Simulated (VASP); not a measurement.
# NaI in VASP: further runs, part 2 of 2

VASP 6.6.1. Earlier steps stand in the parts before.

**3. Single point, r2SCAN (z stretched by +0.5 %, x and y held)**

Input file POSCAR:

```
NaI
1.0
    0.0000000000      3.2333530289      3.2495197941
    3.2333530289      0.0000000000      3.2495197941
    3.2333530289      3.2333530289      0.0000000000
Na I
1 1
Direct
    0.0000000000      0.0000000000      0.0000000000
    0.5000000000      0.5000000000      0.5000000000
```

Input file INCAR.step1:

```
SYSTEM = NaI
  ALGO = Normal
  EDIFF = 1E-4
  ENCUT = 520
  GGA = PE
  ISMEAR = 0
  LASPH = .TRUE.
  LCHARG = .FALSE.
  LREAL = .FALSE.
  LWAVE = .TRUE.
  NBANDS = 14
  NELM = 80
  PREC = Accurate
  SIGMA = 0.01
```

Input file INCAR.step2:

```
SYSTEM = NaI
  ALGO = Normal
  EDIFF = 1E-6
  ENCUT = 520
  ISIF = 2
  ISMEAR = 0
  ISTART = 1
  LASPH = .TRUE.
  LCHARG = .FALSE.
  LMIXTAU = .TRUE.
  LREAL = .FALSE.
  LWAVE = .FALSE.
  METAGGA = R2SCAN
  NBANDS = 14
  NELM = 80
  PREC = Accurate
  SIGMA = 0.01
```

Input file KPOINTS:

```
k-points
0
G
  6 6 6
  0 0 0
```

Potentials or basis: VASP PAW PBE potentials, release 64 (Na_pv, I).

Launch:

```
cat potpaw_PBE.64/Na_pv/POTCAR potpaw_PBE.64/I/POTCAR > POTCAR
cp INCAR.step1 INCAR
mpirun -np 1 vasp_std > vasp.out
cp INCAR.step2 INCAR
mpirun -np 1 vasp_std > vasp.out
```

OUTCAR:

```text
SYSTEM = NaI
   EDIFF = 1E-6
   ENCUT = 520
   ISIF = 2
   ISMEAR = 0
   ISTART = 1
   LASPH = .TRUE.
   LREAL = .FALSE.
   METAGGA = R2SCAN
   NELM = 80
   PREC = Accurate

 ion  position               nearest neighbor table
   1  0.000  0.000  0.000-
   2  0.500  0.500  0.500-

  LATTYP: Found a body centered tetragonal cell.
 ALAT       =     4.5726517054
 C/A-ratio  =     1.4212846302

  Lattice vectors:

 A1 = (  -3.2333530289,   0.0000000000,   3.2495197941)
 A2 = (   3.2333530289,   0.0000000000,   3.2495197941)
 A3 = (   0.0000000000,   3.2333530289,  -3.2495197941)
[... 585 lines left out ...]
     10       9.7756      0.00000
     11      10.7145      0.00000
     12      12.2028      0.00000
     13      13.6230      0.00000
     14      14.4883      0.00000

 [... further k-points ...]
[... 5 lines left out ...]
  --------------------------------------------------------------------------------------
  -------------------------------------------------------------------------------------
  Total       -0.0716017     -0.0716017     -0.1277879      0.0000000     -0.0000000      0.0000000
  in kB       -1.6884119     -1.6884119     -3.0133168      0.0000000     -0.0000000      0.0000000
  external PRESSURE =      -2.1300469 kB  Pullay stress =       0.0000000 kB

 VOLUME and BASIS-vectors are now :
 -----------------------------------------------------------------------------
  energy-cutoff  :      520.00
  volume of cell :       67.94
      direct lattice vectors                 reciprocal lattice vectors
     0.000000000  3.233353029  3.249519794    -0.154638233  0.154638233  0.153868889
     3.233353029  0.000000000  3.249519794     0.154638233 -0.154638233  0.153868889
     3.233353029  3.233353029  0.000000000     0.154638233  0.154638233 -0.153868889

 POSITION                                       TOTAL-FORCE (eV/Angst)
 -----------------------------------------------------------------------------------
      0.00000      0.00000      0.00000         0.000000      0.000000      0.000000
      3.23335      3.23335      3.24952        -0.000000     -0.000000      0.000000
 -----------------------------------------------------------------------------------
    total drift:                                0.000000      0.000000      0.000000

  FREE ENERGIE OF THE ION-ELECTRON SYSTEM (eV)
  ---------------------------------------------------
  free  energy   TOTEN  =       -31.0851224118 eV

  energy  without entropy=      -31.0851224118  energy(sigma->0) =      -31.08512241
```

OSZICAR.step1:

```text
N       E                     dE             d eps       ncg     rms          rms(c)
DAV:   1     0.812177234569E+02    0.81218E+02   -0.66781E+03   848   0.898E+02
DAV:   2     0.127717960654E+01   -0.79941E+02   -0.73609E+02   882   0.214E+02
DAV:   3    -0.528520003147E+01   -0.65624E+01   -0.65181E+01  1104   0.593E+01
DAV:   4    -0.544924022368E+01   -0.16404E+00   -0.16400E+00  1088   0.964E+00
DAV:   5    -0.545325088397E+01   -0.40107E-02   -0.40106E-02  1116   0.146E+00    0.162E+00
DAV:   6    -0.539183480998E+01    0.61416E-01   -0.71073E-02  1056   0.154E+00    0.110E+00
DAV:   7    -0.538316472775E+01    0.86701E-02   -0.65134E-02  1038   0.130E+00    0.613E-01
DAV:   8    -0.538524896087E+01   -0.20842E-02   -0.54009E-03   984   0.580E-01    0.183E-01
DAV:   9    -0.538521174671E+01    0.37214E-04   -0.21379E-04  1062   0.126E-01
   1 F= -.53852117E+01 E0= -.53852117E+01  d E =-.462339E-36
```

Wall time 88 s (1 thread of AMD EPYC 9R45 (Zen 5), shared host); peak memory 0.19 GiB.

What came out:

```yaml
Free_energy: -31.0851 eV
Pressure: -0.2 GPa
Band_gap_on_the_k_mesh: 4.43 eV
```

Stress tensor (GPa, compression positive):
```
-0.17  0.00  0.00
 0.00 -0.17  0.00
 0.00  0.00 -0.30
```

Caveat: the cell differs from its parent crystal (z stretched by +0.5 %, x and y held); the PAW data sets were made with another functional, which shifts forces and pressure a little; spin-orbit coupling is left out, which moves the levels of the heavy elements.

**4. Single point, r2SCAN (equal xy, yz and zx engineering shears of -0.5 %)**

Input file POSCAR:

```
NaI
1.0
   -0.0161667651      3.2252696464      3.2252696464
    3.2252696464     -0.0161667651      3.2252696464
    3.2252696464      3.2252696464     -0.0161667651
Na I
1 1
Direct
    0.0000000000      0.0000000000      0.0000000000
    0.5000000000      0.5000000000      0.5000000000
```

Input file INCAR.step1:

```
  ALGO = Normal
  EDIFF = 1E-4
  ENCUT = 520
  GGA = PE
  ISMEAR = 0
  LASPH = T
  LCHARG = F
  LREAL = F
  LWAVE = T
  NBANDS = 14
  NELM = 80
  PREC = Accurate
  SIGMA = 0.01
```

Input file INCAR.step2:

```
  ALGO = Normal
  EDIFF = 1E-7
  ENCUT = 520
  ISIF = 2
  ISMEAR = 0
  ISTART = 1
  LASPH = T
  LCHARG = F
  LMIXTAU = T
  LREAL = F
  LWAVE = F
  METAGGA = R2SCAN
  NBANDS = 14
  NELM = 80
  PREC = Accurate
  SIGMA = 0.01
```

Input file KPOINTS:

```
k-points
0
Gamma
  6 6 6
```

Launch:

```
cat potpaw_PBE.64/Na_pv/POTCAR potpaw_PBE.64/I/POTCAR > POTCAR
cp INCAR.step1 INCAR
mpirun -np 1 vasp_std > vasp.out
cp INCAR.step2 INCAR
mpirun -np 1 vasp_std > vasp.out
```

Wall time 1.9 min (1 thread of AMD EPYC 9R45 (Zen 5), shared host); peak memory 0.19 GiB.

It converged, with:

```yaml
Free_energy: -31.0855 eV
Pressure: -0.1 GPa
Band_gap_on_the_k_mesh: 4.42 eV
```

Levels at points of the mesh, in eV from the valence-band top:
```csv
k point,band 5,band 6,band 7,band 8,band 9,band 10
"(0.00, 0.00, 0.00)",-0.03,-0.03,0.00,4.42,8.42,8.42
"(0.50, 0.00, 0.00)",-2.22,-0.32,-0.31,5.68,8.04,8.09
"(0.50, 0.50, 0.00)",-1.97,-0.80,-0.77,5.21,6.00,10.72
"(0.50, 0.50, 0.50)",-2.21,-0.34,-0.34,5.65,8.01,8.01
```

Caveat: the cell differs from its parent crystal (equal xy, yz and zx engineering shears of -0.5 %); the PAW data sets were made with another functional, which shifts forces and pressure a little; spin-orbit coupling is left out, which moves the levels of the heavy elements.

**5. Single point, r2SCAN (equal xy, yz and zx engineering shears of +0.5 %)**

Input file POSCAR:

```
NaI
1.0
    0.0161667651      3.2414364115      3.2414364115
    3.2414364115      0.0161667651      3.2414364115
    3.2414364115      3.2414364115      0.0161667651
Na I
1 1
Direct
    0.0000000000      0.0000000000      0.0000000000
    0.5000000000      0.5000000000      0.5000000000
```

Input file INCAR.step1:

```
ALGO = Normal ; EDIFF = 1E-4
ENCUT = 520 ; GGA = PE
ISMEAR = 0 ; LASPH = True
LCHARG = False ; LREAL = False
LWAVE = True ; NBANDS = 14
NELM = 60 ; PREC = Accurate
SIGMA = 0.01
```

Input file INCAR.step2:

```
ALGO = Normal ; EDIFF = 1E-6
ENCUT = 520 ; ISIF = 2
ISMEAR = 0 ; ISTART = 1
LASPH = True ; LCHARG = True
LELF = True ; LMIXTAU = True
LREAL = False ; LVHAR = True
LWAVE = False ; METAGGA = R2SCAN
NBANDS = 14 ; NELM = 60
PREC = Accurate ; SIGMA = 0.01
```

KPOINTS is that of step 4.

Launch:

```
cat potpaw_PBE.64/Na_pv/POTCAR potpaw_PBE.64/I/POTCAR > POTCAR
cp INCAR.step1 INCAR
mpirun -np 1 vasp_std > vasp.out
cp INCAR.step2 INCAR
mpirun -np 1 vasp_std > vasp.out
```

Run time: 88 s. Hardware: 1 thread of AMD EPYC 9R45 (Zen 5), shared host; peak memory 0.19 GiB.

It converged, with:

```yaml
Free_energy: -31.0855 eV
Pressure: -0.2 GPa
Band_gap_on_the_k_mesh: 4.44 eV
```

Levels at points of the mesh, in eV from the valence-band top:
```
           k point  band 5  band 6  band 7  band 8  band 9  band 10
(0.00, 0.00, 0.00)   -0.03    0.00    0.00    4.44    8.41     8.49
(0.50, 0.00, 0.00)   -2.20   -0.33   -0.31    5.68    8.02     8.08
(0.50, 0.50, 0.00)   -1.96   -0.79   -0.76    5.22    6.01    10.74
(0.50, 0.50, 0.50)   -2.21   -0.29   -0.29    5.71    8.10     8.10
```

Caveat: the cell differs from its parent crystal (equal xy, yz and zx engineering shears of +0.5 %); the PAW data sets were made with another functional, which shifts forces and pressure a little; spin-orbit coupling is left out, which moves the levels of the heavy elements.

**6. The runs side by side**

| cell | gap on the mesh (eV) | pressure (GPa) |
| --- | --- | --- |
| a = 4.561, b = 4.561, c = 4.573 Å, angles 59.9, 59.9, 60.2°, 2 atoms | 4.46 | 0.0 |
| a = 4.584, b = 4.584, c = 4.573 Å, angles 60.1, 60.1, 59.8°, 2 atoms | 4.43 | -0.2 |
| a = 4.561 Å, angles 60.3°, 2 atoms | 4.42 | -0.1 |
| a = 4.584 Å, angles 59.7°, 2 atoms | 4.44 | -0.2 |

Alike in all rows: task single point; level r2SCAN; potentials or basis VASP PAW PBE potentials, release 64 (Na_pv, I); no spin polarisation; k mesh 6 × 6 × 6; cutoff (eV) 520; smearing gaussian 0.01 eV.

Caveats: the PAW data sets were made with another functional, which shifts forces and pressure a little; spin-orbit coupling is left out, which moves the levels of the heavy elements.

Absolute energies hang on the potentials; compare differences alone.
